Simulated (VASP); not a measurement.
Set up this calculation in VASP 6.6.1, as the native input.

* Task: single point
* Functional: PBE
* Potentials or basis: VASP PAW PBE potentials, release 64 (Na_pv, F)
* Cutoff: 520 eV
* k mesh: 12 × 12 × 12
* Occupations: gaussian, width 0.05 eV
* Spin: no spin polarisation
* Dipole correction: no
* Further INCAR settings: ALGO = Normal; EDIFF = 1e-07; NBANDS = 14

The structure of NaF lies in POSCAR:

```
NaF
1.0
    0.0000000000      2.3233012604      2.3233012604
    2.3233012604      0.0000000000      2.3233012604
    2.3233012604      2.3233012604      0.0000000000
Na F
1 1
Direct
    0.0000000000      0.0000000000      0.0000000000
    0.5000000000      0.5000000000      0.5000000000
```

One way to write it, as run:

INCAR

```
PREC     = Accurate       # precision mode
ENCUT    = 520            # plane-wave cutoff, eV
EDIFF    = 1E-7           # SCF threshold, eV
ISMEAR   = 0              # smearing method
SIGMA    = 0.05           # smearing width, eV
LREAL    = False          # projectors in reciprocal space
LASPH    = True           # aspherical terms in the spheres
NELM     = 100            # most SCF steps
ALGO     = Normal         # electronic algorithm
ISIF     = 2              # what is computed and relaxed
LWAVE    = False          # write WAVECAR
LCHARG   = True           # write CHGCAR
GGA      = PE             # functional
LELF     = True           # ELF
LVHAR    = True         
NBANDS   = 14             # bands
```

KPOINTS

```
regular mesh
0
Gamma
  12 12 12
```

Potentials or basis: VASP PAW PBE potentials, release 64 (Na_pv, F).

The run is started by

```console
$ cat potpaw_PBE.64/Na_pv/POTCAR potpaw_PBE.64/F/POTCAR > POTCAR
$ mpirun -np 1 vasp_std > vasp.out
```

Results of the run:

- Pressure: 1.6 GPa
- Band gap on the k mesh: 6.26 eV, direct

Wall time 15 s on 1 thread of Intel(R) Xeon(R) Platinum 8259CL CPU @ 2.50GHz (Skylake/Cascade Lake), on a shared host, peak memory 0.14 GiB.
